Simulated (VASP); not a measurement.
# GaP (F-43m) in VASP: notebook

Runs on GaP. Level: HSE06. Tasks: single point.

All numbers are computed with VASP 6.6.1; they aren't measurements. Logs are shortened: lines on timing, memory, paths and dates and some standing lists are left out, and cuts for length are marked.

## Step 1: The cell of the first run

It takes space group F-43m (No. 216, cubic). The conventional cell has a = 5.669 Å, b = 5.669 Å, c = 5.669 Å, α = 90.00°, β = 90.00°, γ = 90.00°. Within 3.2 Å of Ga (site symmetry -43m) lie 4 P at 2.45 Å. P (site symmetry -43m) has 4 Ga at 2.45 Å within 3.2 Å.

## Step 2: Single point, HSE06 (strain +4.0%)

Input file POSCAR:

```
GaP
1.0
    0.0000000000      2.8344152589      2.8344152589
    2.8344152589      0.0000000000      2.8344152589
    2.8344152589      2.8344152589      0.0000000000
Ga P
1 1
Direct
    0.0000000000      0.0000000000      0.0000000000
    0.2500000000      0.2500000000      0.2500000000
```

Input file INCAR.step1:

```
SYSTEM = GaP
  PREC = Accurate
  ENCUT = 520
  EDIFF = 1E-5
  ISMEAR = 0
  SIGMA = 0.01
  LREAL = .FALSE.
  LASPH = .TRUE.
  NELM = 80
  ALGO = Normal
  ISIF = 2
  LWAVE = .TRUE.
  LCHARG = .FALSE.
  GGA = PE
  NBANDS = 16
```

Input file INCAR.step2:

```
SYSTEM = GaP
  PREC = Accurate
  ENCUT = 520
  EDIFF = 1E-7
  ISMEAR = 0
  SIGMA = 0.01
  LREAL = .FALSE.
  LASPH = .TRUE.
  NELM = 80
  ALGO = Normal
  ISIF = 2
  LWAVE = .FALSE.
  LCHARG = .FALSE.
  GGA = PE
  LHFCALC = .TRUE.
  HFSCREEN = 0.2079
  PRECFOCK = Normal
  ISTART = 1
  NBANDS = 16
```

Input file KPOINTS:

```
regular mesh
0
G
  6 6 6
  0 0 0
```

Potentials or basis: VASP PAW PBE potentials, release 64 (Ga_d, P).

Started as:

```
cat potpaw_PBE.64/Ga_d/POTCAR potpaw_PBE.64/P/POTCAR > POTCAR
cp INCAR.step1 INCAR
mpirun -np 1 vasp_std > vasp.out
cp INCAR.step2 INCAR
mpirun -np 1 vasp_std > vasp.out
```

OUTCAR:

```text
SYSTEM = GaP
   PREC = Accurate
   ENCUT = 520
   EDIFF = 1E-7
   ISMEAR = 0
   LREAL = .FALSE.
   LASPH = .TRUE.
   NELM = 80
   ISIF = 2
   GGA = PE
   LHFCALC = .TRUE.
   HFSCREEN = 0.2079
   PRECFOCK = Normal
   ISTART = 1

 ion  position               nearest neighbor table
   1  0.000  0.000  0.000-   2 2.45   2 2.45   2 2.45   2 2.45
   2  0.250  0.250  0.250-   1 2.45   1 2.45   1 2.45   1 2.45

  LATTYP: Found a face centered cubic cell.
 ALAT       =     5.6688305178

  Lattice vectors:

 A1 = (   0.0000000000,   2.8344152589,   2.8344152589)
 A2 = (   2.8344152589,   0.0000000000,   2.8344152589)
 A3 = (   2.8344152589,   2.8344152589,   0.0000000000)

Analysis of symmetry for initial positions (statically):
=====================================================================
 Subroutine PRICEL returns:
 Original cell was already a primitive cell.

 Routine SETGRP: Setting up the symmetry group for a
 face centered cubic supercell.

 Subroutine GETGRP returns: Found 24 space group operations
 (whereof 24 operations were pure point group operations)
 out of a pool of 48 trial point group operations.

The static configuration has the point symmetry T_d .

Analysis of symmetry for dynamics (positions and initial velocities):
=====================================================================
 Subroutine PRICEL returns:
 Original cell was already a primitive cell.

 Routine SETGRP: Setting up the symmetry group for a
 face centered cubic supercell.

 Subroutine GETGRP returns: Found 24 space group operations
 (whereof 24 operations were pure point group operations)
 out of a pool of 48 trial point group operations.

The dynamic configuration has the point symmetry T_d .

 Subroutine INISYM returns: Found 24 space group operations
 (whereof 24 operations are pure point group operations),
 and found     1 'primitive' translations

----------------------------------------------------------------------------------------

                                     Primitive cell

  volume of cell :      45.5429

  direct lattice vectors                    reciprocal lattice vectors
     0.000000000  2.834415259  2.834415259    -0.176403228  0.176403228  0.176403228
     2.834415259  0.000000000  2.834415259     0.176403228 -0.176403228  0.176403228
     2.834415259  2.834415259  0.000000000     0.176403228  0.176403228 -0.176403228

  length of vectors
     4.008468501  4.008468501  4.008468501     0.305539353  0.305539353  0.305539353

  position of ions in fractional coordinates (direct lattice)
     0.000000000  0.000000000  0.000000000
     0.250000000  0.250000000  0.250000000

  ion indices of the primitive-cell ions
   primitive index   ion index
                 1           1
                 2           2

----------------------------------------------------------------------------------------

 KPOINTS: regular mesh

Automatic generation of k-mesh.
 Grid dimensions read from file:
 generate k-points for:    6    6    6

 Generating k-lattice:

  Cartesian coordinates                     Fractional coordinates (reciprocal lattice)
    -0.029400538  0.029400538  0.029400538     0.166666667  0.000000000  0.000000000
     0.029400538 -0.029400538  0.029400538     0.000000000  0.166666667  0.000000000
     0.029400538  0.029400538 -0.029400538     0.000000000  0.000000000  0.166666667

  Length of vectors
     0.050923225  0.050923225  0.050923225

  Shift w.r.t. Gamma in fractional coordinates (k-lattice)
     0.000000000  0.000000000  0.000000000

 Subroutine IBZKPT returns following result:
 ===========================================

 Found     16 irreducible k-points:

 Following reciprocal coordinates:
            Coordinates               Weight
  0.000000  0.000000  0.000000      1.000000
  0.166667  0.000000  0.000000      8.000000
  0.333333  0.000000  0.000000      8.000000
  0.500000  0.000000  0.000000      4.000000
  0.166667  0.166667  0.000000      6.000000
  0.333333  0.166667  0.000000     24.000000
[... 8 lines left out ...]
 -0.333333  0.333333  0.166667     24.000000
 -0.333333  0.500000  0.166667     12.000000
   k-points           NKPTS =     16   k-points in BZ     NKDIM =    216   number of bands    NBANDS=     16
   number of dos      NEDOS =    301   number of ions     NIONS =      2
   total plane-waves  NPLWV =  27000
   dimension x,y,z NGX =    30 NGY =   30 NGZ =   30
   dimension x,y,z NGXF=    60 NGYF=   60 NGZF=   60
   ions per type =               1   1
   NGX,Y,Z   is equivalent  to a cutoff of  12.44, 12.44, 12.44 a.u.
   NGXF,Y,Z  is equivalent  to a cutoff of  24.88, 24.88, 24.88 a.u.
 SYSTEM =  GaP
   PREC   = accura    normal or accurate (medium, high low for compatibility)
   ISTART =      1    job   : 0-new  1-cont  2-samecut
   ICHARG =      0    charge: 1-file 2-atom 10-const
   ISPIN  =      1    spin polarized calculation?
   LNONCOLLINEAR =      F non collinear calculations
   LSORBIT =      F    spin-orbit coupling
   LASPH  =      T    aspherical Exc in radial PAW
   ENCUT  =  520.0 eV  38.22 Ry    6.18 a.u.   7.45  7.45  7.45*2*pi/ulx,y,z
   NELM   =     80;   NELMIN=  2; NELMDL=  0     # of ELM steps
   EDIFF  = 0.1E-06   stopping-criterion for ELM
   LREAL  =      F    real-space projection
   EDIFFG = 0.1E-05   stopping-criterion for IOM
   NSW    =      0    number of steps for IOM
   IBRION =     -1    ionic relax: 0-MD 1-quasi-New 2-CG
   NFREE  =      0    steps in history (QN), initial steepest desc. (CG)
   ISIF   =      2    stress and relaxation
   ISYM   =      3    0-nonsym 1-usesym 2-fastsym
   POTIM  = 0.5000    time-step for ionic-motion
   TEBEG  =    0.0;   TEEND  =   0.0 temperature during run
   PSTRESS=    0.0 pullay stress
   NELECT =      18.0000    total number of electrons
   NUPDOWN=      -1.0000    fix difference up-down
   EMIN   =  10.00;   EMAX   =-10.00  energy-range for DOS
   EFERMI =   0.00;   METHOD = LEGACY
   ISMEAR =     0;   SIGMA  =   0.01  broadening in eV -4-tet -1-fermi 0-gaus
   EFERMI_NEDOS =   21; number of points for ismear=-14 and -15
   IALGO  =     38    algorithm
   IMIX   =      1    mixing-type and parameters
     AMIX     =   0.40;   BMIX     =  1.00
     AMIX_MAG =   1.60;   BMIX_MAG =  1.00
  volume/ion in A,a.u.               =      22.77       153.67
  Fermi-wavevector in a.u.,A,eV,Ry     =   1.201413  2.270341 19.638544  1.443392
  Thomas-Fermi vector in A             =   2.337222
   LORBIT       =      0    0 simple, 1 ext, 2 COOP (PROOUT), +10 PAW based schemes
   GGA     = PE    functional components
   LHFCALC =     T    Hartree Fock is set to
   PRECFOCK=normal    Normal, Fast or Accurate (Low or Medium for compatibility)
   ENCUT4O =  -1.0   cutoff for four orbital integrals eV
   NKREDX  =     1    reduce k-point grid by
   NKREDY  =     1    reduce k-point grid by
   NKREDZ  =     1    reduce k-point grid by
   AEXX    =    0.2500 exact exchange contribution
   HFSCREEN=    0.2079 screening length (either q_TF or 0.3 A-1)
   HFSCREENC=   0.2079 screening length for correlation (either q_TF or 0.3 A-1)
   ENCUTFOCK=  -1.0 apply spherical cutoff to Coloumb kernel
   IVDW    =     0    specifies the selected vdW correction
   LEPSILON=     F    determine dielectric tensor
   LRPA    =     F    only Hartree local field effects (RPA)
 non-spin polarized calculation
 Gauss-broadening in eV      SIGMA  =   0.01
  energy-cutoff  :      520.00
  volume of cell :       45.54
 maximum number of plane-waves:      1243
 NGX is ok and might be reduce to    30
  NGX = 24; NGY = 24; NGZ = 24

 number of electron      17.9999990 magnetization

 Free energy of the ion-electron system (eV)
  ---------------------------------------------------
  ext. energy  EPLUGINS =         0.00000000
  ---------------------------------------------------
  free energy    TOTEN  =       -10.65337901 eV

  energy without entropy =      -10.65337901  energy(sigma->0) =      -10.65337901

 E-fermi :   3.1585     XC(G=0):  -7.7462

 val. band max:        3.1058918180   @ k =   0.0000   0.0000   0.0000
 cond. band min:       4.8487979975   @ k =   0.0000   0.0000   0.0000
 fundamental gap:      1.7429061794
 Fermi energy:         3.1584954183

 k-point     1 :       0.0000    0.0000    0.0000
  band No.  band energies     occupation
      1     -13.8604      2.00000
      2     -13.8604      2.00000
      3     -13.8604      2.00000
      4     -13.7890      2.00000
      5     -13.7890      2.00000
      6      -9.8030      2.00000
[... 8 lines left out ...]
     15      13.7848      0.00000
     16      13.7848      0.00000

 k-point     2 :       0.1667    0.0000    0.0000
  band No.  band energies     occupation
      1     -13.8690      2.00000
      2     -13.8556      2.00000
      3     -13.8556      2.00000
      4     -13.7889      2.00000
      5     -13.7889      2.00000
      6      -9.4736      2.00000
[... 8 lines left out ...]
     15      12.9676      0.00000
     16      13.6826      0.00000

 k-point     3 :       0.3333    0.0000    0.0000
  band No.  band energies     occupation
      1     -13.8862      2.00000
      2     -13.8475      2.00000
      3     -13.8475      2.00000
      4     -13.7873      2.00000
      5     -13.7873      2.00000
      6      -8.6076      2.00000
[... 8 lines left out ...]
     15      13.5978      0.00000
     16      13.5978      0.00000

 k-point     4 :       0.5000    0.0000    0.0000
  band No.  band energies     occupation
      1     -13.8946      2.00000
      2     -13.8444      2.00000
      3     -13.8444      2.00000
      4     -13.7856      2.00000
      5     -13.7856      2.00000
      6      -7.9502      2.00000
[... 8 lines left out ...]
     15      15.6421      0.00000
     16      15.6421      0.00000
[... 172 lines left out ...]
 k-point    14 :       0.5000    0.3333    0.1667
  band No.  band energies     occupation
      1     -13.9009      2.00000
      2     -13.8390      2.00000
      3     -13.8325      2.00000
      4     -13.7965      2.00000
      5     -13.7829      2.00000
      6      -7.8989      2.00000
[... 8 lines left out ...]
     15      15.4596      0.00000
     16      16.9788      0.00000

 k-point    15 :      -0.3333    0.3333    0.1667
  band No.  band energies     occupation
      1     -13.9037      2.00000
      2     -13.8390      2.00000
      3     -13.8282      2.00000
      4     -13.7950      2.00000
      5     -13.7846      2.00000
      6      -7.3527      2.00000
[... 8 lines left out ...]
     15      16.1239      0.00000
     16      16.4810      0.00000

 k-point    16 :      -0.3333    0.5000    0.1667
  band No.  band energies     occupation
      1     -13.9112      2.00000
      2     -13.8327      2.00000
      3     -13.8225      2.00000
      4     -13.8008      2.00000
      5     -13.7813      2.00000
      6      -7.0958      2.00000
[... 8 lines left out ...]
     15      15.7809      0.00000
     16      17.3311      0.00000

------------------------ aborting loop because EDIFF is reached ----------------------------------------

  FORCE on cell =-STRESS in cart. coord.  units (eV):
  Direction    XX          YY          ZZ          XY          YZ          ZX
  --------------------------------------------------------------------------------------
  -------------------------------------------------------------------------------------
  Total       -2.1785547     -2.1785547     -2.1785547      0.0000000      0.0000000      0.0000000
  in kB      -76.6405514    -76.6405514    -76.6405514      0.0000000      0.0000000      0.0000000
  external PRESSURE =     -76.6405514 kB  Pullay stress =       0.0000000 kB

 VOLUME and BASIS-vectors are now :
 -----------------------------------------------------------------------------
  energy-cutoff  :      520.00
  volume of cell :       45.54
      direct lattice vectors                 reciprocal lattice vectors
     0.000000000  2.834415259  2.834415259    -0.176403228  0.176403228  0.176403228
     2.834415259  0.000000000  2.834415259     0.176403228 -0.176403228  0.176403228
     2.834415259  2.834415259  0.000000000     0.176403228  0.176403228 -0.176403228

 POSITION                                       TOTAL-FORCE (eV/Angst)
 -----------------------------------------------------------------------------------
      0.00000      0.00000      0.00000        -0.000000      0.000000     -0.000000
      1.41721      1.41721      1.41721         0.000000     -0.000000      0.000000
 -----------------------------------------------------------------------------------
    total drift:                               -0.000002     -0.000011     -0.000005

  FREE ENERGIE OF THE ION-ELECTRON SYSTEM (eV)
  ---------------------------------------------------
  free  energy   TOTEN  =       -10.6533790123 eV

  energy  without entropy=      -10.6533790123  energy(sigma->0) =      -10.65337901
```

It took 1.5 h on 1 thread of Intel Xeon 8259CL, shared host; peak memory 0.3 GiB.

What came out:

```
Free energy            : -10.6534 eV
Pressure               : -7.7 GPa
Band gap on the k mesh : 1.74 eV
```

Caveat: the cell differs from its parent crystal (strain +4.0%); the cell stands under tension; the PAW data sets were made with another functional, which shifts forces and pressure a little. A k mesh can miss the band edges.

## Step 3: Single point, HSE06 (strain +3.0%)

Input file POSCAR:

```
GaP
1.0
    0.0000000000      2.8071612660      2.8071612660
    2.8071612660      0.0000000000      2.8071612660
    2.8071612660      2.8071612660      0.0000000000
Ga P
1 1
Direct
    0.0000000000      0.0000000000      0.0000000000
    0.2500000000      0.2500000000      0.2500000000
```

Input file INCAR.step1:

```
ALGO = Normal ; EDIFF = 1E-5
ENCUT = 520 ; GGA = PE
ISIF = 2 ; ISMEAR = 0
LASPH = T ; LCHARG = F
LREAL = F ; LWAVE = T
NBANDS = 16 ; NELM = 80
PREC = Accurate ; SIGMA = 0.01
```

Input file INCAR.step2:

```
ALGO = Normal ; EDIFF = 1E-6
ENCUT = 520 ; GGA = PE
HFSCREEN = 0.2079 ; ISIF = 2
ISMEAR = 0 ; ISTART = 1
LASPH = T ; LCHARG = F
LHFCALC = T ; LREAL = F
LWAVE = F ; NBANDS = 16
NELM = 80 ; PREC = Accurate
PRECFOCK = Normal ; SIGMA = 0.01
```

Input file KPOINTS:

```
k-points
0
Gamma
  6 6 6
```

Potentials or basis: VASP PAW PBE potentials, release 64 (Ga_d, P).

Started as:

```
cat potpaw_PBE.64/Ga_d/POTCAR potpaw_PBE.64/P/POTCAR > POTCAR
cp INCAR.step1 INCAR
mpirun -np 1 vasp_std > vasp.out
cp INCAR.step2 INCAR
mpirun -np 1 vasp_std > vasp.out
```

Run time: 34 min. Hardware: 1 thread of Intel Xeon Platinum 8259CL at 2.50GHz (Skylake/Cascade Lake), shared host; peak memory 0.29 GiB.

Results (log left out):

```
Free energy            : -10.7092 eV
Pressure               : -6.0 GPa
Band gap on the k mesh : 2.00 eV
```

Levels at points of the mesh, in eV from the valence-band top:
| k point | band 5 | band 6 | band 7 | band 8 | band 9 | band 10 | band 11 | band 12 | band 13 | band 14 |
| --- | --- | --- | --- | --- | --- | --- | --- | --- | --- | --- |
| (0.00, 0.00, 0.00) | -16.90 | -13.11 | 0.00 | 0.00 | 0.00 | 2.00 | 4.76 | 4.76 | 4.76 | 9.43 |
| (0.50, 0.00, 0.00) | -16.90 | -11.17 | -6.72 | -1.08 | -1.08 | 2.20 | 5.61 | 5.61 | 9.05 | 11.47 |
| (0.50, 0.50, 0.00) | -16.89 | -10.32 | -6.90 | -2.61 | -2.61 | 2.46 | 2.61 | 11.34 | 11.34 | 11.72 |

Caveat: the cell differs from its parent crystal (strain +3.0%); the cell stands under tension; the PAW data sets were made with another functional, which shifts forces and pressure a little. A k mesh can miss the band edges.
